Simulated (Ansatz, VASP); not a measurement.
# Two plane-wave programs on BN

File POSCAR:

```
BN
1.0
    0.0000000000      3.4953158300      2.1660912400
    1.2516321000      0.0000000000      2.1660912400
    1.2516321000      3.4953158300      0.0000000000
B N
1 1
Direct
    0.0000486500      0.0000486500      0.9999513500
    0.8051496611      0.8051496611      0.1948503389
```

The input INCAR.step1:

```
  PREC = Accurate
  ENCUT = 520
  ISMEAR = 0
  SIGMA = 0.05
  LREAL = False
  LASPH = True
  NELM = 80
  NBANDS = 11
  GGA = PE
  ALGO = Normal
  EDIFF = 1E-4
  LWAVE = True
  LCHARG = False
```

INCAR.step2

```
  PREC = Accurate
  ENCUT = 520
  EDIFF = 1E-6
  ISMEAR = 0
  SIGMA = 0.05
  LREAL = False
  LASPH = True
  NELM = 80
  ALGO = Normal
  ISIF = 2
  LWAVE = False
  LCHARG = True
  METAGGA = R2SCAN
  LMIXTAU = True
  LELF = True
  LVHAR = True
  NBANDS = 11
  ISTART = 1
```

The input KPOINTS:

```
regular mesh
0
Gamma
  12 12 12
```

Input for Ansatz:

```yaml
crystal:
  lattice:
    - [0.0, 3.49531583, 2.16609124]
    - [1.2516321, 0.0, 2.16609124]
    - [1.2516321, 3.49531583, 0.0]
  atoms:
    - { symbol: B, position: [4.865e-05, 4.865e-05, 0.99995135] }
    - { symbol: "N", position: [0.8051496611, 0.8051496611, 0.1948503389] }
basis:
  ecutwfc: 500
kpoints:
  mp_grid: { grid: [12, 12, 12] }
hamiltonian:
  xc: r2scan
scf:
  occupations: { method: gaussian, width: 0.05 }
output:
  forces: true
  stress: true
  eigenvalues: true
```

Alike in both runs: task single point; functional r2SCAN; k mesh 12 × 12 × 12; occupations gaussian, width 0.05 eV; no spin polarisation.

|  | VASP | Ansatz |
| --- | --- | --- |
| version | VASP 6.6.1 | Ansatz 0.2.0 |
| potentials or method | VASP PAW PBE potentials, release 64 (B, N), cutoff 520 eV | scalar-relativistic, plane waves, PAW |
| valence electrons in the cell | 8 | 8 |

VASP gave:

| Quantity | Value |
| --- | --- |
| gap on the k mesh at the Fermi level (eV) | 5.29 |
| least direct gap on the mesh (eV) | 5.76 |
| rms of the force components (eV/Å) | 73.564 |

Question: Estimate Ansatz's values.

Answer: gap on the k mesh at the Fermi level (eV): 5.35; least direct gap on the mesh (eV): 5.82; rms of the force components (eV/Å): 68.820.

VASP's potentials were made for PBE, not for r2SCAN. Atom by atom the forces differ by 4.745 eV/Å (rms over components).
